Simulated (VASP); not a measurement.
# Cu (I4/mmm) in VASP: a series of runs

Runs on Cu. Level: PBE. Tasks: single point.

Program: VASP 6.6.1. These are calculated values, not measurements. Logs are shortened: lines on timing, memory, paths and dates and some standing lists are left out, and cuts for length are marked.

### 1 The cell of the first run

The structure is tetragonal, space group I4/mmm (No. 139). Conventional cell: a = 3.010 Å, b = 3.010 Å, c = 2.670 Å, α = 90.00°, β = 90.00°, γ = 90.00°. Cu (site symmetry 4/mmm) has 14 Cu at 2.51 to 3.01 Å within 3.3 Å.

### 2 Single point, PBE (biaxial strain in the a-b plane: +2.0 %, then relaxed in part)

Input file INCAR:

```
PREC = Accurate
ENCUT = 820
EDIFF = 1E-6
ISMEAR = 0
SIGMA = 0.1
LREAL = False
LASPH = True
NELM = 120
ALGO = Normal
ISIF = 2
LWAVE = False
LCHARG = False
GGA = PE
NBANDS = 26
GGA_COMPAT = False
```

Input file KPOINTS:

```
Automatic mesh
0
Gamma
  14 14 16
```

Input file POSCAR:

```
Cu
1.0
    3.0100830822      0.0000000000      0.0000000000
    0.0000000000      3.0100830822      0.0000000000
    0.0000000000      0.0000000000      2.6699172803
Cu
2
Direct
    0.0000000000      0.0000000000      0.0000000000
    0.5000000000      0.5000000000      0.5000000000
```

Potentials or basis: VASP PAW PBE potentials, release 64 (Cu_sv_GW).

Launch:

```bash
> cat potpaw_PBE.64/Cu_sv_GW/POTCAR > POTCAR
> mpirun -np 1 vasp_std > vasp.out
```

OUTCAR:

```text
PREC = Accurate
   ENCUT = 820
   EDIFF = 1E-6
   ISMEAR = 0
   LREAL = False
   LASPH = True
   NELM = 120
   ISIF = 2
   GGA = PE

 ion  position               nearest neighbor table
   1  0.000  0.000  0.000-   2 2.51   2 2.51   2 2.51   2 2.51   2 2.51   2 2.51   2 2.51   2 2.51

   2  0.500  0.500  0.500-   1 2.51   1 2.51   1 2.51   1 2.51   1 2.51   1 2.51   1 2.51   1 2.51

  LATTYP: Found a simple tetragonal cell.
 ALAT       =     3.0100830822
 C/A-ratio  =     0.8869912250

  Lattice vectors:

 A1 = (   3.0100830822,   0.0000000000,   0.0000000000)
 A2 = (   0.0000000000,   3.0100830822,   0.0000000000)
 A3 = (   0.0000000000,   0.0000000000,   2.6699172803)

Analysis of symmetry for initial positions (statically):
=====================================================================
 Subroutine PRICEL returns following result:

  LATTYP: Found a body centered tetragonal cell.
 ALAT       =     3.0100830822
 C/A-ratio  =     0.8869912250

  Lattice vectors:

 A1 = (  -1.5050415411,  -1.5050415411,  -1.3349586401)
 A2 = (   1.5050415411,   1.5050415411,  -1.3349586401)
 A3 = (   1.5050415411,  -1.5050415411,   1.3349586401)

   2 primitive cells build up your supercell.

 Routine SETGRP: Setting up the symmetry group for a
 simple tetragonal supercell.

 Subroutine GETGRP returns: Found 16 space group operations
 (whereof 16 operations were pure point group operations)
 out of a pool of 16 trial point group operations.

The static configuration has the point symmetry D_4h.

Analysis of symmetry for dynamics (positions and initial velocities):
=====================================================================
 Subroutine PRICEL returns following result:

  LATTYP: Found a body centered tetragonal cell.
 ALAT       =     3.0100830822
 C/A-ratio  =     0.8869912250

  Lattice vectors:

 A1 = (  -1.5050415411,  -1.5050415411,  -1.3349586401)
 A2 = (   1.5050415411,   1.5050415411,  -1.3349586401)
 A3 = (   1.5050415411,  -1.5050415411,   1.3349586401)

   2 primitive cells build up your supercell.

 Routine SETGRP: Setting up the symmetry group for a
 simple tetragonal supercell.

 Subroutine GETGRP returns: Found 16 space group operations
 (whereof 16 operations were pure point group operations)
 out of a pool of 16 trial point group operations.

The dynamic configuration has the point symmetry D_4h.

 Subroutine INISYM returns: Found 16 space group operations
 (whereof 16 operations are pure point group operations),
 and found     2 'primitive' translations

----------------------------------------------------------------------------------------

                                     Primitive cell

  volume of cell :      12.0955

  direct lattice vectors                    reciprocal lattice vectors
    -1.505041541 -1.505041541 -1.334958640    -0.000000000 -0.332216744 -0.374543439
     1.505041541  1.505041541 -1.334958640     0.332216744  0.000000000 -0.374543439
     1.505041541 -1.505041541  1.334958640     0.332216744 -0.332216744  0.000000000

  length of vectors
     2.512451920  2.512451920  2.512451920     0.500650330  0.500650330  0.469825425

  position of ions in fractional coordinates (direct lattice)
     0.000000000  0.000000000  0.000000000

  ion indices of the primitive-cell ions
   primitive index   ion index
                 1           1

----------------------------------------------------------------------------------------

 KPOINTS: Automatic mesh

Automatic generation of k-mesh.
 Grid dimensions read from file:
 generate k-points for:   14   14   16

 Generating k-lattice:

  Cartesian coordinates                     Fractional coordinates (reciprocal lattice)
     0.023729767  0.000000000  0.000000000     0.071428571  0.000000000  0.000000000
     0.000000000  0.023729767  0.000000000     0.000000000  0.071428571  0.000000000
     0.000000000  0.000000000  0.023408965     0.000000000  0.000000000  0.062500000

  Length of vectors
     0.023729767  0.023729767  0.023408965

  Shift w.r.t. Gamma in fractional coordinates (k-lattice)
     0.000000000  0.000000000  0.000000000

 Subroutine IBZKPT returns following result:
 ===========================================

 Found    324 irreducible k-points:

 Following reciprocal coordinates:
            Coordinates               Weight
  0.000000  0.000000  0.000000      1.000000
  0.071429  0.000000  0.000000      4.000000
  0.142857  0.000000  0.000000      4.000000
  0.214286  0.000000  0.000000      4.000000
  0.285714  0.000000  0.000000      4.000000
  0.357143  0.000000  0.000000      4.000000
[... 16 lines left out ...]
  0.285714  0.214286  0.000000      8.000000
  0.357143  0.214286  0.000000      8.000000
 [... further k-points ...]
   k-points           NKPTS =    324   k-points in BZ     NKDIM =    324   number of bands    NBANDS=     26
   number of dos      NEDOS =    301   number of ions     NIONS =      2
   total plane-waves  NPLWV =  21952
   dimension x,y,z NGX =    28 NGY =   28 NGZ =   28
   dimension x,y,z NGXF=    56 NGYF=   56 NGZF=   56
   ions per type =               2
   NGX,Y,Z   is equivalent  to a cutoff of  15.46, 15.46, 17.43 a.u.
   NGXF,Y,Z  is equivalent  to a cutoff of  30.93, 30.93, 34.87 a.u.
 SYSTEM =  unknown system
   PREC   = accura    normal or accurate (medium, high low for compatibility)
   ISTART =      0    job   : 0-new  1-cont  2-samecut
   ICHARG =      2    charge: 1-file 2-atom 10-const
   ISPIN  =      1    spin polarized calculation?
   LNONCOLLINEAR =      F non collinear calculations
   LSORBIT =      F    spin-orbit coupling
   LASPH  =      T    aspherical Exc in radial PAW
   ENCUT  =  820.0 eV  60.27 Ry    7.76 a.u.   7.03  7.03  6.23*2*pi/ulx,y,z
   NELM   =    120;   NELMIN=  2; NELMDL= -5     # of ELM steps
   EDIFF  = 0.1E-05   stopping-criterion for ELM
   LREAL  =      F    real-space projection
[... 7 lines left out ...]
   TEBEG  =    0.0;   TEEND  =   0.0 temperature during run
   PSTRESS=    0.0 pullay stress
   NELECT =      38.0000    total number of electrons
   NUPDOWN=      -1.0000    fix difference up-down
   EMIN   =  10.00;   EMAX   =-10.00  energy-range for DOS
   EFERMI =   0.00;   METHOD = LEGACY
   ISMEAR =     0;   SIGMA  =   0.10  broadening in eV -4-tet -1-fermi 0-gaus
   EFERMI_NEDOS =   21; number of points for ismear=-14 and -15
   IALGO  =     38    algorithm
   IMIX   =      4    mixing-type and parameters
     AMIX     =   0.40;   BMIX     =  1.00
     AMIX_MAG =   1.60;   BMIX_MAG =  1.00
  volume/ion in A,a.u.               =      12.10        81.62
  Fermi-wavevector in a.u.,A,eV,Ry     =   1.903054  3.596251 49.275056  3.621614
  Thomas-Fermi vector in A             =   2.941572
   LORBIT       =      0    0 simple, 1 ext, 2 COOP (PROOUT), +10 PAW based schemes
   GGA     = PE    functional components
   LHFCALC =     F    Hartree Fock is set to
   AEXX    =    0.0000 exact exchange contribution
   IVDW    =     0    specifies the selected vdW correction
   LEPSILON=     F    determine dielectric tensor
   LRPA    =     F    only Hartree local field effects (RPA)
 non-spin polarized calculation
 Gauss-broadening in eV      SIGMA  =   0.10
  energy-cutoff  :      820.00
  volume of cell :       24.19
 maximum number of plane-waves:      1308
   NGX = 15   NGY = 15   NGZ = 13

 number of electron      38.0000000 magnetization

 Free energy of the ion-electron system (eV)
  ---------------------------------------------------
  ext. energy  EPLUGINS =         0.00000000
  ---------------------------------------------------
  free energy    TOTEN  =        -7.52120546 eV

  energy without entropy =       -7.51836174  energy(sigma->0) =       -7.51978360

 E-fermi :   7.3090     XC(G=0): -13.2062

 val. band max:        7.2989287174   @ k =   0.4286   0.0714   0.2500
 cond. band min:       7.3539879069   @ k =   0.5000   0.4286   0.1250
 fundamental gap:      0.0550591895
 Fermi energy:         7.3089716091

 k-point     1 :       0.0000    0.0000    0.0000
  band No.  band energies     occupation
      1    -105.2363      2.00000
      2    -105.2123      2.00000
      3     -62.6314      2.00000
      4     -62.6314      2.00000
      5     -62.6216      2.00000
      6     -62.5627      2.00000
[... 18 lines left out ...]
     25      24.7090      0.00000
     26      30.4210      0.00000

 k-point     2 :       0.0714    0.0000    0.0000
  band No.  band energies     occupation
      1    -105.2361      2.00000
      2    -105.2126      2.00000
      3     -62.6308      2.00000
      4     -62.6303      2.00000
      5     -62.6208      2.00000
      6     -62.5634      2.00000
[... 18 lines left out ...]
     25      24.7776      0.00000
     26      29.6296      0.00000

 k-point     3 :       0.1429    0.0000    0.0000
  band No.  band energies     occupation
      1    -105.2350      2.00000
      2    -105.2135      2.00000
      3     -62.6290      2.00000
      4     -62.6274      2.00000
      5     -62.6186      2.00000
      6     -62.5655      2.00000
[... 18 lines left out ...]
     25      25.0645      0.00000
     26      28.0506      0.00000

 k-point     4 :       0.2143    0.0000    0.0000
  band No.  band energies     occupation
      1    -105.2335      2.00000
      2    -105.2150      2.00000
      3     -62.6258      2.00000
      4     -62.6226      2.00000
      5     -62.6149      2.00000
      6     -62.5689      2.00000
[... 18 lines left out ...]
     25      26.1299      0.00000
     26      26.3524      0.00000

 k-point     5 :       0.2857    0.0000    0.0000
  band No.  band energies     occupation
      1    -105.2315      2.00000
      2    -105.2168      2.00000
      3     -62.6211      2.00000
      4     -62.6160      2.00000
      5     -62.6101      2.00000
      6     -62.5733      2.00000
[... 18 lines left out ...]
     25      24.7651      0.00000
     26      25.3570      0.00000

 k-point     6 :       0.3571    0.0000    0.0000
  band No.  band energies     occupation
      1    -105.2291      2.00000
      2    -105.2190      2.00000
      3     -62.6149      2.00000
      4     -62.6081      2.00000
      5     -62.6046      2.00000
      6     -62.5788      2.00000
[... 427 lines left out ...]
 k-point    21 :       0.5000    0.1429    0.0000
  band No.  band energies     occupation
      1    -105.2240      2.00000
      2    -105.2240      2.00000
      3     -62.6181      2.00000
      4     -62.6181      2.00000
      5     -62.5916      2.00000
      6     -62.5916      2.00000
[... 18 lines left out ...]
     25      25.6070      0.00000
     26      25.6819      0.00000

 k-point    22 :       0.2143    0.2143    0.0000
  band No.  band energies     occupation
      1    -105.2314      2.00000
      2    -105.2169      2.00000
      3     -62.6390      2.00000
      4     -62.6096      2.00000
      5     -62.5981      2.00000
      6     -62.5889      2.00000
[... 18 lines left out ...]
     25      25.1500      0.00000
     26      27.2536      0.00000

 k-point    23 :       0.2857    0.2143    0.0000
  band No.  band energies     occupation
      1    -105.2298      2.00000
      2    -105.2182      2.00000
      3     -62.6400      2.00000
      4     -62.6060      2.00000
      5     -62.5998      2.00000
      6     -62.5884      2.00000
[... 18 lines left out ...]
     25      26.2340      0.00000
     26      29.0666      0.00000

 k-point    24 :       0.3571    0.2143    0.0000
  band No.  band energies     occupation
      1    -105.2279      2.00000
      2    -105.2200      2.00000
      3     -62.6386      2.00000
      4     -62.6106      2.00000
      5     -62.6016      2.00000
      6     -62.5816      2.00000
[... 18 lines left out ...]
     25      26.9751      0.00000
     26      27.9499      0.00000

 [... further k-points ...]

------------------------ aborting loop because EDIFF is reached ----------------------------------------

  FORCE on cell =-STRESS in cart. coord.  units (eV):
  Direction    XX          YY          ZZ          XY          YZ          ZX
  --------------------------------------------------------------------------------------
  -------------------------------------------------------------------------------------
  Total       -0.4181303     -0.4181303     -0.2443335      0.0000000      0.0000000      0.0000000
  in kB      -27.6928348    -27.6928348    -16.1822466      0.0000000      0.0000000      0.0000000
  external PRESSURE =     -23.8559721 kB  Pullay stress =       0.0000000 kB

 VOLUME and BASIS-vectors are now :
 -----------------------------------------------------------------------------
  energy-cutoff  :      820.00
  volume of cell :       24.19
      direct lattice vectors                 reciprocal lattice vectors
     3.010083082  0.000000000  0.000000000     0.332216744  0.000000000  0.000000000
     0.000000000  3.010083082  0.000000000     0.000000000  0.332216744  0.000000000
     0.000000000  0.000000000  2.669917280     0.000000000  0.000000000  0.374543439

 POSITION                                       TOTAL-FORCE (eV/Angst)
 -----------------------------------------------------------------------------------
      0.00000      0.00000      0.00000        -0.000000     -0.000000     -0.000000
      1.50504      1.50504      1.33496         0.000000      0.000000      0.000000
 -----------------------------------------------------------------------------------
    total drift:                                0.000000      0.000000      0.000000

  FREE ENERGIE OF THE ION-ELECTRON SYSTEM (eV)
  ---------------------------------------------------
  free  energy   TOTEN  =        -7.5212054585 eV

  energy  without entropy=       -7.5183617444  energy(sigma->0) =       -7.51978360
```

It took 4.6 min on 1 thread of Intel Xeon Platinum 8375C at 2.90GHz (Ice Lake), shared host; peak memory 0.48 GiB.

What came out:

```
Free energy            : -7.5212 eV
Pressure               : -2.4 GPa
Band gap on the k mesh : zero (bands 19 and 20 overlap by 7.44 eV)
```

Stress tensor (GPa, compression positive):
```
-2.77  0.00  0.00
 0.00 -2.77  0.00
 0.00  0.00 -1.62
```

Caveat: the cell differs from its parent crystal (biaxial strain in the a-b plane: +2.0 %, then relaxed in part).

(Continued in part 2 of 3.)

The gap in the log of VASP goes by the Fermi energy; the results here count the filled bands.